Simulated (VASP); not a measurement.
# SnS2 (Berndtite-2T) (P-3m1) in VASP: a series of runs, part 2 of 2

VASP 6.6.1.

**4. Single point, revPBE**

This run uses another cell than the first one, of the same volume but with other edges.

Input file INCAR:

```
SYSTEM = SnS2
ALGO     = Normal         ! electronic algorithm
EDIFF    = 1E-6           ! SCF threshold, eV
ENCUT    = 500            ! plane-wave cutoff, eV
GGA      = RE             ! functional
GGA_COMPAT= .FALSE.      
ISIF     = 2              ! what is computed and relaxed
ISMEAR   = -1             ! smearing method
LASPH    = .TRUE.         ! aspherical terms in the spheres
LCHARG   = .FALSE.        ! write CHGCAR
LREAL    = .FALSE.        ! projectors in reciprocal space
LWAVE    = .FALSE.        ! write WAVECAR
NBANDS   = 20             ! bands
NELM     = 120            ! most SCF steps
PREC     = Accurate       ! precision mode
SIGMA    = 0.02           ! smearing width, eV
```

Input file KPOINTS:

```
k-points
0
G
  6 6 3
  0 0 0
```

Input file POSCAR:

```
SnS2
1.0
    3.6390000000      0.0000000000      0.0000000000
   -1.8195000000      3.1514660000      0.0000000000
    0.0000000000      0.0000000000      5.8680000000
Sn S
1 2
Direct
    0.0000000000      0.0000000000      0.0000000000
    0.3333333333      0.6666666667      0.2500000000
    0.6666666667      0.3333333333      0.7500000000
```

The run is started by

```bash
> cat potpaw_PBE.64/Sn_d/POTCAR potpaw_PBE.64/S/POTCAR > POTCAR
> mpirun -np 1 vasp_std > vasp.out
```

It took 48 s on 1 thread of Intel Xeon 8259CL, shared host; peak memory 0.19 GiB.

The run converged. Its results:

```yaml
Free_energy: -12.2333 eV
Pressure: 5.7 GPa
Largest_force: 0.244 eV/Å
Band_gap_on_the_k_mesh: 1.52 eV, indirect (least direct gap 2.06 eV)
```

Forces on the atoms (eV/Å):
```
Sn   0.000  0.000  0.000
S    0.000  0.000  0.244
S    0.000  0.000 -0.244
```

Stress tensor (GPa, compression positive):
```
5.76 0.00 0.00
0.00 5.76 0.00
0.00 0.00 5.45
```

Levels at points of the mesh, in eV from the valence-band top:
| k point | band 10 | band 11 | band 12 | band 13 | band 14 | band 15 | band 16 | band 17 |
| --- | --- | --- | --- | --- | --- | --- | --- | --- |
| (0.00, 0.00, 0.00) | -0.63 | -0.36 | -0.36 | 0.00 | 2.12 | 3.75 | 5.51 | 5.51 |
| (0.50, 0.00, 0.00) | -2.74 | -2.55 | -1.01 | -0.28 | 1.79 | 4.59 | 6.03 | 6.20 |

Caveat: the PAW data sets were made with another functional, which shifts forces and pressure a little; spin-orbit coupling is left out, which moves the levels of the heavy elements; this functional lacks dispersion, which binds the layers, so the pressure and a relaxed spacing across them are unreliable. A k mesh can miss the band edges.

**5. Single point, revPBE**

This run uses another cell than the first one, of the same volume but with other edges.

Changes to INCAR since step 4:

```diff
@@ -9,4 +9,6 @@
 LASPH    = .TRUE.         ! aspherical terms in the spheres
-LCHARG   = .FALSE.        ! write CHGCAR
+LCHARG   = .TRUE.         ! write CHGCAR
+LELF     = .TRUE.         ! ELF
 LREAL    = .FALSE.        ! projectors in reciprocal space
+LVHAR    = .TRUE.       
 LWAVE    = .FALSE.        ! write WAVECAR
```

KPOINTS is that of step 4.

Input file POSCAR:

```
SnS2
1.0
    3.6935850000      0.0000000000      0.0000000000
   -1.8467925000      3.1987379900      0.0000000000
    0.0000000000      0.0000000000      5.6958431411
Sn S
1 2
Direct
    0.0000000000      0.0000000000      0.0000000000
    0.3333333333      0.6666666667      0.2500000000
    0.6666666667      0.3333333333      0.7500000000
```

Potentials or basis: VASP PAW PBE potentials, release 64 (Sn_d, S).

The run is started by

```bash
> cat potpaw_PBE.64/Sn_d/POTCAR potpaw_PBE.64/S/POTCAR > POTCAR
> mpirun -np 1 vasp_std > vasp.out
```

OUTCAR:

```text
SYSTEM = SnS2
   EDIFF = 1E-6
   ENCUT = 500
   GGA = RE
   ISIF = 2
   ISMEAR = -1
   LASPH = .TRUE.
   LREAL = .FALSE.
   NELM = 120
   PREC = Accurate

 ion  position               nearest neighbor table
   1  0.000  0.000  0.000-   2 2.56   3 2.56   3 2.56   2 2.56   3 2.56   2 2.56
   2  0.333  0.667  0.250-   1 2.56   1 2.56   1 2.56
   3  0.667  0.333  0.750-   1 2.56   1 2.56   1 2.56

  LATTYP: Found a hexagonal cell.
 ALAT       =     3.6935850000
 C/A-ratio  =     1.5420907170

  Lattice vectors:

 A1 = (   3.6935850000,   0.0000000000,   0.0000000000)
 A2 = (  -1.8467925000,   3.1987379900,   0.0000000000)
 A3 = (   0.0000000000,   0.0000000000,   5.6958431411)

Analysis of symmetry for initial positions (statically):
=====================================================================
 Subroutine PRICEL returns:
 Original cell was already a primitive cell.

 Routine SETGRP: Setting up the symmetry group for a
 hexagonal supercell.

 Subroutine GETGRP returns: Found 12 space group operations
 (whereof 12 operations were pure point group operations)
 out of a pool of 24 trial point group operations.

The static configuration has the point symmetry D_3d.

Analysis of symmetry for dynamics (positions and initial velocities):
=====================================================================
 Subroutine PRICEL returns:
 Original cell was already a primitive cell.

 Routine SETGRP: Setting up the symmetry group for a
 hexagonal supercell.

 Subroutine GETGRP returns: Found 12 space group operations
 (whereof 12 operations were pure point group operations)
 out of a pool of 24 trial point group operations.

The dynamic configuration has the point symmetry D_3d.

 Subroutine INISYM returns: Found 12 space group operations
 (whereof 12 operations are pure point group operations),
 and found     1 'primitive' translations

----------------------------------------------------------------------------------------

                                     Primitive cell

  volume of cell :      67.2953

  direct lattice vectors                    reciprocal lattice vectors
     3.693585000  0.000000000  0.000000000     0.270739674  0.156311646  0.000000000
    -1.846792500  3.198737990  0.000000000     0.000000000  0.312623292  0.000000000
     0.000000000  0.000000000  5.695843141     0.000000000  0.000000000  0.175566633

  length of vectors
     3.693585000  3.693584609  5.695843141     0.312623259  0.312623292  0.175566633

  position of ions in fractional coordinates (direct lattice)
     0.000000000  0.000000000  0.000000000
     0.333333333  0.666666667  0.250000000
     0.666666667  0.333333333  0.750000000

  ion indices of the primitive-cell ions
   primitive index   ion index
                 1           1
                 2           2
                 3           3

----------------------------------------------------------------------------------------

 KPOINTS: k-points

Automatic generation of k-mesh.
 Grid dimensions read from file:
 generate k-points for:    6    6    3

 Generating k-lattice:

  Cartesian coordinates                     Fractional coordinates (reciprocal lattice)
     0.045123279  0.026051941  0.000000000     0.166666667  0.000000000  0.000000000
     0.000000000  0.052103882  0.000000000     0.000000000  0.166666667  0.000000000
     0.000000000  0.000000000  0.058522211     0.000000000  0.000000000  0.333333333

  Length of vectors
     0.052103876  0.052103882  0.058522211

  Shift w.r.t. Gamma in fractional coordinates (k-lattice)
     0.000000000  0.000000000  0.000000000

 Subroutine IBZKPT returns following result:
 ===========================================

 Found     17 irreducible k-points:

 Following reciprocal coordinates:
            Coordinates               Weight
  0.000000  0.000000  0.000000      1.000000
  0.166667  0.000000  0.000000      6.000000
  0.333333  0.000000  0.000000      6.000000
  0.500000  0.000000  0.000000      3.000000
  0.166667  0.166667  0.000000      6.000000
  0.333333  0.166667  0.000000     12.000000
[... 9 lines left out ...]
 -0.166667  0.500000  0.333333     12.000000
  0.333333  0.333333  0.333333      4.000000
   k-points           NKPTS =     17   k-points in BZ     NKDIM =     17   number of bands    NBANDS=     20
   number of dos      NEDOS =    301   number of ions     NIONS =      3
   total plane-waves  NPLWV =  32928
   dimension x,y,z NGX =    28 NGY =   28 NGZ =   42
   dimension x,y,z NGXF=    56 NGYF=   56 NGZF=   84
   ions per type =               1   2
   NGX,Y,Z   is equivalent  to a cutoff of  12.60, 12.60, 12.26 a.u.
   NGXF,Y,Z  is equivalent  to a cutoff of  25.21, 25.21, 24.52 a.u.
 SYSTEM =  SnS2
   PREC   = accura    normal or accurate (medium, high low for compatibility)
   ISTART =      0    job   : 0-new  1-cont  2-samecut
   ICHARG =      2    charge: 1-file 2-atom 10-const
   ISPIN  =      1    spin polarized calculation?
   LNONCOLLINEAR =      F non collinear calculations
   LSORBIT =      F    spin-orbit coupling
   LASPH  =      T    aspherical Exc in radial PAW
   ENCUT  =  500.0 eV  36.75 Ry    6.06 a.u.   6.73  6.73 10.38*2*pi/ulx,y,z
   NELM   =    120;   NELMIN=  2; NELMDL= -5     # of ELM steps
   EDIFF  = 0.1E-05   stopping-criterion for ELM
   LREAL  =      F    real-space projection
[... 7 lines left out ...]
   TEBEG  =    0.0;   TEEND  =   0.0 temperature during run
   PSTRESS=    0.0 pullay stress
   NELECT =      26.0000    total number of electrons
   NUPDOWN=      -1.0000    fix difference up-down
   EMIN   =  10.00;   EMAX   =-10.00  energy-range for DOS
   EFERMI =   0.00;   METHOD = LEGACY
   ISMEAR =    -1;   SIGMA  =   0.02  broadening in eV -4-tet -1-fermi 0-gaus
   EFERMI_NEDOS =   21; number of points for ismear=-14 and -15
   IALGO  =     38    algorithm
   IMIX   =      4    mixing-type and parameters
     AMIX     =   0.40;   BMIX     =  1.00
     AMIX_MAG =   1.60;   BMIX_MAG =  1.00
  volume/ion in A,a.u.               =      22.43       151.38
  Fermi-wavevector in a.u.,A,eV,Ry     =   1.192352  2.253218 19.343436  1.421702
  Thomas-Fermi vector in A             =   2.328392
   LORBIT       =      0    0 simple, 1 ext, 2 COOP (PROOUT), +10 PAW based schemes
   GGA     = RE    functional components
   LHFCALC =     F    Hartree Fock is set to
   AEXX    =    0.0000 exact exchange contribution
   IVDW    =     0    specifies the selected vdW correction
   LEPSILON=     F    determine dielectric tensor
   LRPA    =     F    only Hartree local field effects (RPA)
 non-spin polarized calculation
  energy-cutoff  :      500.00
  volume of cell :       67.30
 maximum number of plane-waves:      1725
 NGX is ok and might be reduce to    28

 number of electron      26.0000003 magnetization

 Free energy of the ion-electron system (eV)
  ---------------------------------------------------
  ext. energy  EPLUGINS =         0.00000000
  ---------------------------------------------------
  free energy    TOTEN  =       -12.21698515 eV

  energy without entropy =      -12.21698515  energy(sigma->0) =      -12.21698515

 E-fermi :   5.5607     XC(G=0):  -9.5219

 val. band max:        5.1355214351   @ k =   0.0000   0.0000   0.0000
 cond. band min:       6.4398453418   @ k =   0.5000   0.0000   0.3333
 fundamental gap:      1.3043239067
 Fermi energy:         5.5607467030

 k-point     1 :       0.0000    0.0000    0.0000
  band No.  band energies     occupation
      1     -16.1021      2.00000
      2     -16.1021      2.00000
      3     -16.0736      2.00000
      4     -16.0414      2.00000
      5     -16.0414      2.00000
      6      -8.9220      2.00000
[... 12 lines left out ...]
     19      14.3341      0.00000
     20      14.3341      0.00000

 k-point     2 :       0.1667    0.0000    0.0000
  band No.  band energies     occupation
      1     -16.1205      2.00000
      2     -16.0910      2.00000
      3     -16.0632      2.00000
      4     -16.0473      2.00000
      5     -16.0372      2.00000
      6      -8.6230      2.00000
[... 337 lines left out ...]
 k-point    17 :       0.3333    0.3333    0.3333
  band No.  band energies     occupation
      1     -16.1312      2.00000
      2     -16.1312      2.00000
      3     -16.0338      2.00000
      4     -16.0338      2.00000
      5     -16.0258      2.00000
      6      -6.4684      2.00000
[... 12 lines left out ...]
     19      14.2796      0.00000
     20      14.2796      0.00000

------------------------ aborting loop because EDIFF is reached ----------------------------------------

  FORCE on cell =-STRESS in cart. coord.  units (eV):
  Direction    XX          YY          ZZ          XY          YZ          ZX
  --------------------------------------------------------------------------------------
  -------------------------------------------------------------------------------------
  Total        1.8700451      1.8700446      3.0462351      0.0000000      0.0000000      0.0000000
  in kB       44.5223288     44.5223163     72.5252465      0.0000000      0.0000000      0.0000000
  external PRESSURE =      53.8566306 kB  Pullay stress =       0.0000000 kB

 VOLUME and BASIS-vectors are now :
 -----------------------------------------------------------------------------
  energy-cutoff  :      500.00
  volume of cell :       67.30
      direct lattice vectors                 reciprocal lattice vectors
     3.693585000  0.000000000  0.000000000     0.270739674  0.156311646  0.000000000
    -1.846792500  3.198737990  0.000000000     0.000000000  0.312623292  0.000000000
     0.000000000  0.000000000  5.695843141     0.000000000  0.000000000  0.175566633

 POSITION                                       TOTAL-FORCE (eV/Angst)
 -----------------------------------------------------------------------------------
      0.00000      0.00000      0.00000        -0.000000      0.000000      0.000000
     -0.00000      2.13249      1.42396        -0.000000      0.000000      0.462224
      1.84679      1.06625      4.27188         0.000000      0.000000     -0.462224
 -----------------------------------------------------------------------------------
    total drift:                               -0.000000     -0.000000     -0.000000

  FREE ENERGIE OF THE ION-ELECTRON SYSTEM (eV)
  ---------------------------------------------------
  free  energy   TOTEN  =       -12.2169851451 eV

  energy  without entropy=      -12.2169851451  energy(sigma->0) =      -12.21698515
```

Wall time 51 s (1 thread of Intel Xeon 8259CL, shared host); peak memory 0.18 GiB.

What came out:

| Item | Value |
| --- | --- |
| Free energy | -12.2170 eV |
| Pressure | 5.4 GPa |
| Largest force | 0.462 eV/Å |
| Band gap on the k mesh | 1.30 eV, indirect (least direct gap 1.63 eV) |

Forces on the atoms (eV/Å):
```
Sn   0.000  0.000  0.000
S    0.000  0.000  0.462
S    0.000  0.000 -0.462
```

Caveat: the PAW data sets were made with another functional, which shifts forces and pressure a little; spin-orbit coupling is left out, which moves the levels of the heavy elements. A k mesh can miss the band edges.

**6. Single point, revPBE**

This run uses another cell than the first one, of the same volume but with other edges.

Input file INCAR:

```
ALGO     = Normal         # electronic algorithm
EDIFF    = 1E-6           # SCF threshold, eV
ENCUT    = 500            # plane-wave cutoff, eV
GGA      = RE             # functional
GGA_COMPAT= False        
ISIF     = 2              # what is computed and relaxed
ISMEAR   = -1             # smearing method
LASPH    = True           # aspherical terms in the spheres
LCHARG   = True           # write CHGCAR
LELF     = True           # ELF
LREAL    = False          # projectors in reciprocal space
LVHAR    = True         
LWAVE    = False          # write WAVECAR
NBANDS   = 20             # bands
NELM     = 120            # most SCF steps
PREC     = Accurate       # precision mode
SIGMA    = 0.02           # smearing width, eV
```

Input file KPOINTS:

```
k-points
0
Gamma
  6 6 3
```

Input file POSCAR:

```
SnS2
1.0
    3.7481700000      0.0000000000      0.0000000000
   -1.8740850000      3.2460099800      0.0000000000
    0.0000000000      0.0000000000      5.5311527948
Sn S
1 2
Direct
    0.0000000000      0.0000000000      0.0000000000
    0.3333333333      0.6666666667      0.2500000000
    0.6666666667      0.3333333333      0.7500000000
```

Potentials or basis: VASP PAW PBE potentials, release 64 (Sn_d, S).

The run is started by

```bash
> cat potpaw_PBE.64/Sn_d/POTCAR potpaw_PBE.64/S/POTCAR > POTCAR
> mpirun -np 1 vasp_std > vasp.out
```

It took 45 s on 1 thread of Intel Xeon 8259CL, shared host; peak memory 0.18 GiB.

Results (log left out):

| Property | Result |
| --- | --- |
| Free energy | -12.1665 eV |
| Pressure | 5.1 GPa |
| Largest force | 0.632 eV/Å |
| Band gap on the k mesh | 1.13 eV, indirect (the least direct gap lies 4.2 meV higher) |

Forces in eV/Å, atoms in the order of the input:
```
Sn   0.000  0.000  0.000
S    0.000  0.000  0.632
S    0.000  0.000 -0.632
```

Stress tensor (GPa, compression positive):
```
3.31 0.00 0.00
0.00 3.31 0.00
0.00 0.00 8.61
```

Levels at points of the mesh, in eV from the valence-band top:
```tsv
k point	band 11	band 12	band 13	band 14	band 15	band 16
(0.00, 0.00, 0.00)	-1.19	-1.19	0.00	1.14	2.79	4.72
(0.50, 0.00, 0.00)	-3.06	-1.37	-0.78	1.24	4.06	5.70
```

Caveat: the PAW data sets were made with another functional, which shifts forces and pressure a little; spin-orbit coupling is left out, which moves the levels of the heavy elements. A k mesh can miss the band edges.

**7. The runs side by side**

```tsv
cell	gap on the mesh (eV)	pressure (GPa)	largest force (eV/Å)
a = 3.530, b = 3.530, c = 6.237 Å, angles 90.0, 90.0, 120.0°, 3 atoms	1.30	6.1	0.33
a = 3.584, b = 3.584, c = 6.048 Å, angles 90.0, 90.0, 120.0°, 3 atoms	1.48	5.9	0.02
a = 3.639, b = 3.639, c = 5.868 Å, angles 90.0, 90.0, 120.0°, 3 atoms	1.52	5.7	0.24
a = 3.694, b = 3.694, c = 5.696 Å, angles 90.0, 90.0, 120.0°, 3 atoms	1.30	5.4	0.46
a = 3.748, b = 3.748, c = 5.531 Å, angles 90.0, 90.0, 120.0°, 3 atoms	1.13	5.1	0.63
```

Alike in all rows: task single point; level revPBE; potentials or basis VASP PAW PBE potentials, release 64 (Sn_d, S); no spin polarisation; k mesh 6 × 6 × 3; cutoff (eV) 500; smearing fermi-dirac 0.02 eV.

Caveats: the PAW data sets were made with another functional, which shifts forces and pressure a little; spin-orbit coupling is left out, which moves the levels of the heavy elements; this functional lacks dispersion, which binds the layers, so the pressure and a relaxed spacing across them are unreliable (some runs).

Total energies depend on the potentials used, so only differences within one code and one set of settings carry meaning.
